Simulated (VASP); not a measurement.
Wanted: the native input for a VASP 6.6.1 run.

* Task: single point
* Functional: PBE
* Potentials or basis: VASP PAW PBE potentials, release 64 (Au, C)
* Cutoff: 520 eV
* k mesh: 9 × 9 × 1
* Occupations: gaussian, width 0.1 eV
* Spin: no spin polarisation
* Dipole correction: yes
* Further INCAR settings: ALGO = Normal; EDIFF = 1e-06; NBANDS = 26

The structure of Au3C lies in POSCAR:

```
Au3C
1.0
    2.9402049748      0.0000000000      0.0000000000
   -1.4701024874      2.5462922005      0.0000000000
    0.0000000000      0.0000000000     21.8974947720
Au C
3 1
Direct
    0.6666666667      0.3333333333      0.1826692981
    0.3333333333      0.6666666667      0.2945190844
    0.0000000000      0.0000000000      0.4063247812
    0.5555555556     -0.5555555556      0.4935493710
```

These files were run (other wordings do the same):

INCAR

```
PREC = Accurate
ENCUT = 520
EDIFF = 1E-6
ISMEAR = 0
SIGMA = 0.1
LREAL = False
LASPH = True
NELM = 100
ALGO = Normal
ISIF = 2
LWAVE = False
LCHARG = False
LDIPOL = True
IDIPOL = 3
DIPOL = 0.5 0.5 0.344
GGA = PE
NBANDS = 26
```

KPOINTS

```
Automatic mesh
0
Gamma
  9 9 1
```

Potentials or basis: VASP PAW PBE potentials, release 64 (Au, C).

The run is started by

```bash
$ cat potpaw_PBE.64/Au/POTCAR potpaw_PBE.64/C/POTCAR > POTCAR
$ mpirun -np 1 vasp_std > vasp.out
```

Results of the run:

- Largest force: 1.607 eV/Å

Run time: 2.9 min on 1 thread of Intel(R) Xeon(R) Platinum 8259CL CPU @ 2.50GHz (Skylake/Cascade Lake), on a shared host, peak memory 0.34 GiB.
